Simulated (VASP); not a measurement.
Write the native input for VASP 6.6.1 that does the following.

```
Task                   : single point
Functional             : LDA
Potentials or basis    : VASP PAW LDA potentials, release 64 (Cd, S)
Cutoff                 : 520 eV
k mesh                 : 6 × 6 × 2
Occupations            : gaussian, width 0.01 eV
Spin                   : no spin polarisation
Dipole correction      : no
Further INCAR settings : ALGO = Normal; EDIFF = 1e-07; NBANDS = 26
```

The structure of CdS lies in POSCAR:

```
CdS
1.0
    4.4085296226      0.0000000000      0.0000000000
   -2.2042648113      3.8178986465      0.0000000000
    0.0000000000      0.0000000000      5.7481182294
Cd S
2 2
Direct
    0.3333333333      0.6666666667      0.2500000000
    0.6666666667      0.3333333333      0.7500000000
    0.6666666667      0.3333333333      0.2500000000
    0.3333333333      0.6666666667      0.7500000000
```

The input as run:

INCAR

```
ALGO = Normal
EDIFF = 1E-7
ENCUT = 520
ISIF = 2
ISMEAR = 0
LASPH = T
LCHARG = F
LREAL = F
LWAVE = F
NBANDS = 26
NELM = 100
PREC = Accurate
SIGMA = 0.01
```

KPOINTS

```
k-points
0
Gamma
  6 6 2
```

Potentials or basis: VASP PAW LDA potentials, release 64 (Cd, S).

Run with:

```sh
$ cat potpaw_LDA.64/Cd/POTCAR potpaw_LDA.64/S/POTCAR > POTCAR
$ mpirun -np 1 vasp_std > vasp.out
```

Results of the run:

```yaml
Pressure: -3.4 GPa
Band_gap_on_the_k_mesh: 0.73 eV, indirect (least direct gap 1.02 eV)
```

Caveat: the k points lie up to 0.55 Å⁻¹ apart.

Wall time 29 s on 1 thread of Intel(R) Xeon(R) Platinum 8488C (Sapphire Rapids) (shared host), peak memory 0.2 GiB.
